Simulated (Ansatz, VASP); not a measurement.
**Two plane-wave programs on K**

File INCAR:

```
SYSTEM = K
PREC     = Accurate       ! precision mode
ENCUT    = 520            ! plane-wave cutoff, eV
EDIFF    = 1E-7           ! SCF threshold, eV
ISMEAR   = 0              ! smearing method
SIGMA    = 0.15           ! smearing width, eV
LREAL    = .False.        ! projectors in reciprocal space
LASPH    = .True.         ! aspherical terms in the spheres
NELM     = 100            ! most SCF steps
ALGO     = Normal         ! electronic algorithm
ISIF     = 2              ! what is computed and relaxed
LWAVE    = .False.        ! write WAVECAR
LCHARG   = .False.        ! write CHGCAR
GGA      = PE             ! functional
IVDW     = 12             ! dispersion correction
NBANDS   = 10             ! bands
```

KPOINTS

```
regular mesh
0
Gamma
  12 12 12
  0 0 0
```

The input POSCAR:

```
K
1.0
    0.0000000000      3.2901166335      3.3409947257
    3.2901166335      0.0000000000      3.3409947257
    3.2901166335      3.2901166335      0.0000000000
K
1
Direct
    0.0000000000      0.0000000000      0.0000000000
```

Input for Ansatz:

```yaml
crystal:
  lattice:
    - [0.0, 3.2901166335, 3.3409947257]
    - [3.2901166335, 0.0, 3.3409947257]
    - [3.2901166335, 3.2901166335, 0.0]
  atoms:
    - { symbol: K, position: [0.0, 0.0, 0.0] }
basis:
  ecutwfc: 420
kpoints:
  mp_grid: { grid: [12, 12, 12] }
hamiltonian:
  xc: pbe
  dispersion: d3bj
scf:
  occupations: { method: gaussian, width: 0.15 }
output:
  forces: true
  stress: true
  eigenvalues: true
```

Change from the starting cell: strain -0.030 along x and y, -0.015 along z, atoms carried along.

Alike in both runs: task single point; functional PBE; dispersion D3(BJ); k mesh 12 × 12 × 12; occupations gaussian, width 0.15 eV; no spin polarisation.

```csv
,VASP,Ansatz
version,VASP 6.6.1,Ansatz 0.2.0
potentials or method,"VASP PAW PBE potentials, release 64 (K_sv), cutoff 520 eV","scalar-relativistic, plane waves, PAW"
valence electrons in the cell,9,9
```

```tsv
	VASP	Ansatz	Ansatz less VASP
gap on the k mesh at the Fermi level (eV)	none	none	-
pressure (GPa)	-0.2	-0.2	+0.01
```

A gap of «none» marks a metal or a gap that the smearing closes.
